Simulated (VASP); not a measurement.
Crystal: Al3GaAs4.

```
CELL_PARAMETERS angstrom
5.43887 0.00000 0.00000
0.00000 5.43887 0.00000
0.00000 0.00000 5.43887
ATOMIC_POSITIONS crystal
Al 0.50000 0.00000 0.00000
Al 0.00000 0.00000 0.50000
Al 0.00000 0.50000 0.00000
Ga 0.50000 0.50000 0.50000
As 0.75000 0.25000 0.75000
As 0.75000 0.75000 0.25000
As 0.25000 0.25000 0.25000
As 0.25000 0.75000 0.75000
```

| Property | Result |
| --- | --- |
| Program | VASP 6.6.1 |
| Task | relaxation of cell and atoms |
| Functional | PBE |
| Potentials or basis | VASP PAW PBE potentials, release 64 (Al, Ga_d, As) |
| Cutoff | 600 eV |
| k mesh | 4 × 4 × 4 |
| Occupations | gaussian, width 0.1 eV |
| Spin | no spin polarisation |

At the start: pressure 14.9 GPa; volume 20.11 Å³/atom.

**Question.** Where does the relaxation end?

**Answer.** Over 5 steps the energy falls by 141.4 meV/atom and the volume is 23.53 Å³/atom (+17.0 %); space group P-43m (No. 215, to 0.1 Å) before and after.

The path:
| step | energy change (eV) | largest force (eV/Å) | pressure (GPa) | volume (Å³) |
| --- | --- | --- | --- | --- |
| 1 | 0.0000 | 0.1068 | 14.93 | 160.89 |
| 2 | -0.7776 | 0.0658 | -5.23 | 208.57 |
| 3 | -1.1310 | 0.0639 | -0.03 | 188.86 |
| 4 | -1.1307 | 0.0642 | 0.19 | 188.27 |
| 5 | -1.1312 | 0.0325 | 0.20 | 188.28 |

Final structure:
```
CELL_PARAMETERS angstrom
5.73146 0.00000 0.00000
0.00000 5.73146 0.00000
0.00000 0.00000 5.73146
ATOMIC_POSITIONS crystal
Al 0.50000 0.00000 0.00000
Al 0.00000 0.00000 0.50000
Al 0.00000 0.50000 0.00000
Ga 0.50000 0.50000 0.50000
As 0.75062 0.24938 0.75062
As 0.75062 0.75062 0.24938
As 0.24938 0.24938 0.24938
As 0.24938 0.75062 0.75062
```

Caveat: the volume moved by over 15 % at a fixed basis, so the end points are rough.
